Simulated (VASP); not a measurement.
# BeS (I-4m2) in VASP: notebook, part 2 of 2

VASP 6.6.1. The steps go on from the part before.

## (3) Single point, PBEsol (in-plane strain -0.01, then relaxed in part)

INCAR reads:

```
SYSTEM = BeS
ALGO = Normal
EDIFF = 1E-7
ENCUT = 520
GGA = PS
ISIF = 2
ISMEAR = 0
LASPH = .True.
LCHARG = .False.
LREAL = .False.
LWAVE = .False.
NBANDS = 11
NELM = 80
PREC = Accurate
SIGMA = 0.01
```

KPOINTS reads:

```
k-points
0
Gamma
  8 8 8
  0 0 0
```

POSCAR reads:

```
BeS
1.0
    2.3947748984      2.3947748984      0.0000000000
   -2.3947748984      2.3947748984      0.0000000000
    0.0000000000      2.3947748984      2.4386228718
Be S
1 1
Direct
    0.0000000000      0.0000000000      0.0000000000
    0.7500000000      0.2500000000      0.5000000000
```

Potentials or basis: VASP PAW PBE potentials, release 64 (Be, S).

The run is started by

```
$ cat potpaw_PBE.64/Be/POTCAR potpaw_PBE.64/S/POTCAR > POTCAR
$ mpirun -np 1 vasp_std > vasp.out
```

OUTCAR:

```text
SYSTEM = BeS
   EDIFF = 1E-7
   ENCUT = 520
   GGA = PS
   ISIF = 2
   ISMEAR = 0
   LASPH = .True.
   LREAL = .False.
   NELM = 80
   PREC = Accurate

 ion  position               nearest neighbor table
   1  0.000  0.000  0.000-   2 2.09   2 2.09   2 2.09   2 2.09
   2  0.750  0.250  0.500-   1 2.09   1 2.09   1 2.09   1 2.09

  LATTYP: Found a body centered tetragonal cell.
 ALAT       =     3.3867231401
 C/A-ratio  =     1.4401076031

  Lattice vectors:

 A1 = (   2.3947748984,   0.0000000000,  -2.4386228718)
[... 515 lines left out ...]
      7      11.2366      0.00000
      8      13.5271      0.00000
      9      15.3090      0.00000
     10      18.3484      0.00000
     11      19.5127      0.00000

 [... further k-points ...]
[... 5 lines left out ...]
  --------------------------------------------------------------------------------------
  -------------------------------------------------------------------------------------
  Total        0.3400093      0.3400093      0.0285256      0.0000000      0.0000000      0.0000000
  in kB       19.4758898     19.4758898      1.6339622      0.0000000      0.0000000      0.0000000
  external PRESSURE =      13.5285806 kB  Pullay stress =       0.0000000 kB

 VOLUME and BASIS-vectors are now :
 -----------------------------------------------------------------------------
  energy-cutoff  :      520.00
  volume of cell :       27.97
      direct lattice vectors                 reciprocal lattice vectors
     2.394774898  2.394774898  0.000000000     0.208787891  0.208787891 -0.205033753
    -2.394774898  2.394774898  0.000000000    -0.208787891  0.208787891 -0.205033753
     0.000000000  2.394774898  2.438622872     0.000000000  0.000000000  0.410067506

 POSITION                                       TOTAL-FORCE (eV/Angst)
 -----------------------------------------------------------------------------------
      0.00000      0.00000      0.00000         0.000000     -0.000000      0.000000
      1.19739      3.59216      1.21931        -0.000000      0.000000      0.000000
 -----------------------------------------------------------------------------------
    total drift:                                0.000000      0.000000     -0.000000

  FREE ENERGIE OF THE ION-ELECTRON SYSTEM (eV)
  ---------------------------------------------------
  free  energy   TOTEN  =       -10.5605689112 eV

  energy  without entropy=      -10.5605689112  energy(sigma->0) =      -10.56056891
```

OSZICAR:

```text
N       E                     dE             d eps       ncg     rms          rms(c)
DAV:   1     0.202493852970E+02    0.20249E+02   -0.38691E+03  1306   0.628E+02
DAV:   2    -0.960280925770E+01   -0.29852E+02   -0.28911E+02  1714   0.117E+02
DAV:   3    -0.107507003679E+02   -0.11479E+01   -0.11457E+01  1752   0.231E+01
DAV:   4    -0.107565807348E+02   -0.58804E-02   -0.58795E-02  1555   0.189E+00
DAV:   5    -0.107566259888E+02   -0.45254E-04   -0.45254E-04  1715   0.163E-01    0.550E+00
DAV:   6    -0.106115545123E+02    0.14507E+00   -0.10892E-01  1504   0.154E+00    0.362E+00
DAV:   7    -0.105602465047E+02    0.51308E-01   -0.11649E-01  1595   0.170E+00    0.789E-01
DAV:   8    -0.105605178383E+02   -0.27133E-03   -0.56494E-03  1661   0.410E-01    0.147E-01
DAV:   9    -0.105605598664E+02   -0.42028E-04   -0.32152E-04  1615   0.117E-01    0.477E-02
DAV:  10    -0.105605647007E+02   -0.48343E-05   -0.32877E-05  1703   0.276E-02    0.120E-02
DAV:  11    -0.105605686913E+02   -0.39906E-05   -0.74742E-06  1535   0.160E-02    0.578E-03
DAV:  12    -0.105605688207E+02   -0.12944E-06   -0.15825E-07  1584   0.283E-03    0.203E-03
DAV:  13    -0.105605689112E+02   -0.90477E-07   -0.43723E-08   961   0.105E-03
   1 F= -.10560569E+02 E0= -.10560569E+02  d E =-.105071E-73
```

It took 23 s on 1 thread of AMD EPYC 7R43 (Zen 3), shared host; peak memory 0.12 GiB.

Results:

```
Free energy            : -10.5606 eV
Pressure               : 1.4 GPa
Band gap on the k mesh : 2.80 eV, indirect (least direct gap 5.56 eV)
```

Stress tensor (GPa, compression positive):
```
1.95 0.00 0.00
0.00 1.95 0.00
0.00 0.00 0.16
```

Levels at points of the mesh, in eV from the valence-band top:
```csv
k point,band 1,band 2,band 3,band 4,band 5,band 6,band 7,band 8
"(0.00, 0.00, 0.00)",-13.88,-0.10,0.00,0.00,5.56,5.56,5.58,5.83
"(0.50, 0.00, 0.00)",-12.20,-6.03,-1.19,-1.02,5.39,6.39,6.53,11.04
"(0.50, 0.50, 0.00)",-11.60,-5.16,-2.84,-2.81,2.80,4.70,12.81,12.90
"(0.00, 0.00, 0.50)",-11.69,-5.29,-2.68,-2.68,2.95,4.87,12.87,12.87
```

Caveat: the cell differs from its parent crystal (in-plane strain -0.01, then relaxed in part); the PAW data sets were made with another functional, which shifts forces and pressure a little. A k mesh can miss the band edges.

## (4) Single point, PBEsol (in-plane strain -0.01)

INCAR reads:

```
SYSTEM = BeS
PREC     = Accurate       ! precision mode
ENCUT    = 520            ! plane-wave cutoff, eV
EDIFF    = 1E-6           ! SCF threshold, eV
ISMEAR   = 0              ! smearing method
SIGMA    = 0.01           ! smearing width, eV
LREAL    = .FALSE.        ! projectors in reciprocal space
LASPH    = .TRUE.         ! aspherical terms in the spheres
NELM     = 80             ! most SCF steps
ALGO     = Normal         ! electronic algorithm
ISIF     = 2              ! what is computed and relaxed
LWAVE    = .FALSE.        ! write WAVECAR
LCHARG   = .FALSE.        ! write CHGCAR
GGA      = PS             ! functional
NBANDS   = 11             ! bands
```

KPOINTS reads:

```
regular mesh
0
G
  8 8 8
  0 0 0
```

Changes to POSCAR since step 3:

```diff
@@ -4,3 +4,3 @@
    -2.3947748984      2.3947748984      0.0000000000
-    0.0000000000      2.3947748984      2.4386228718
+    0.0000000000      2.3947748984      2.4334783311
 Be S
```

The run is started by

```
$ cat potpaw_PBE.64/Be/POTCAR potpaw_PBE.64/S/POTCAR > POTCAR
$ mpirun -np 1 vasp_std > vasp.out
```

Wall time 21 s (1 thread of AMD EPYC 7R43 (Zen 3), shared host); peak memory 0.12 GiB.

The run converged. Its results:

| Item | Value |
| --- | --- |
| Free energy | -10.5604 eV |
| Pressure | 1.6 GPa |
| Band gap on the k mesh | 2.81 eV, indirect (least direct gap 5.56 eV) |

Stress tensor (GPa, compression positive):
```
2.10 0.00 0.00
0.00 2.10 0.00
0.00 0.00 0.53
```

Levels at points of the mesh, in eV from the valence-band top:
```tsv
k point	band 1	band 2	band 3	band 4	band 5	band 6	band 7	band 8	band 9
(0.00, 0.00, 0.00)	-13.90	-0.09	0.00	0.00	5.56	5.56	5.58	5.86	12.62
(0.50, 0.00, 0.00)	-12.20	-6.04	-1.18	-1.03	5.40	6.39	6.52	11.05	14.92
(0.50, 0.50, 0.00)	-11.60	-5.17	-2.84	-2.81	2.81	4.71	12.84	12.92	15.72
(0.00, 0.00, 0.50)	-11.68	-5.29	-2.69	-2.69	2.94	4.86	12.89	12.89	15.52
```

Caveat: the cell differs from its parent crystal (in-plane strain -0.01); the PAW data sets were made with another functional, which shifts forces and pressure a little. A k mesh can miss the band edges.

## (5) The runs side by side

```csv
cell,gap on the mesh (eV),pressure (GPa)
"a = 3.353, b = 3.353, c = 3.408 Å, angles 60.5, 60.5, 90.0°, 2 atoms",2.70,3.1
"a = 3.387, b = 3.387, c = 3.418 Å, angles 60.3, 60.3, 90.0°, 2 atoms",2.80,1.4
"a = 3.387, b = 3.387, c = 3.414 Å, angles 60.3, 60.3, 90.0°, 2 atoms",2.81,1.6
```

Alike in all rows: task single point; level PBEsol; potentials or basis VASP PAW PBE potentials, release 64 (Be, S); no spin polarisation; k mesh 8 × 8 × 8; cutoff (eV) 520; smearing gaussian 0.01 eV.

Caveats: the PAW data sets were made with another functional, which shifts forces and pressure a little.

Total energies depend on the potentials used, so only differences within one code and one set of settings carry meaning.
